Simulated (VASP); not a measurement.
Ag: electric field gradients with PBE

Crystal: Ag.

```
CELL_PARAMETERS angstrom
2.93000 -0.05860 -0.05860
-1.51575 2.56675 -0.02145
-0.09580 -0.09580 4.79000
ATOMIC_POSITIONS crystal
Ag 0.33333 0.66667 0.25000
Ag 0.66667 0.33333 0.75000
```

This cell differs from its parent crystal: equal xy, yz and zx shear strains of -4 %.

```json
{
  "Program": "VASP 6.6.1",
  "Task": "electric field gradients",
  "Functional": "PBE",
  "Potentials or basis": "VASP PAW PBE potentials, release 64 (Ag)",
  "Cutoff": "520 eV",
  "k mesh": "13 × 13 × 7",
  "Occupations": "fermi-dirac, width 0.03 eV",
  "Spin": "no spin polarisation",
  "Dipole correction": "no",
  "Further INCAR settings": "ALGO = Normal; EDIFF = 1e-08; NBANDS = 18"
}
```

```
Pressure                                : 0.5 GPa
Largest force                           : 0.076 eV/Å
Band gap on the k mesh                  : zero (bands 11 and 12 overlap by 6.69 eV)
Largest electric field gradient by atom : Ag -7.3 V/Å²
```

Forces in eV/Å, atoms in the order of the input:
```
Ag   0.073  0.001  0.021
Ag  -0.073 -0.001 -0.021
```

Stress tensor (GPa, compression positive):
```
-0.38  1.29  0.97
 1.29  0.25  0.97
 0.97  0.97  1.67
```

Levels at points of the mesh, in eV from the Fermi level:
| k point | band 8 | band 9 | band 10 | band 11 | band 12 | band 13 | band 14 | band 15 |
| --- | --- | --- | --- | --- | --- | --- | --- | --- |
| (0.00, 0.00, 0.00) | -4.12 | -4.02 | -3.19 | -3.13 | -0.34 | 3.31 | 15.36 | 17.35 |

Electric field gradients, principal values (V/Å²):
```csv
atom,least,middle,greatest (by size)
1 Ag,0.447,6.883,-7.330
2 Ag,0.447,6.883,-7.330
```

It took 2.5 min on 1 thread of Intel(R) Xeon(R) Platinum 8488C (Sapphire Rapids), on a shared host, peak memory 0.4 GiB.

Caveat: the cell differs from its parent crystal (equal xy, yz and zx shear strains of -4 %); without QUAD_EFG the Cq values of the log hold for a quadrupole moment of 1 mb, not for the nuclei.
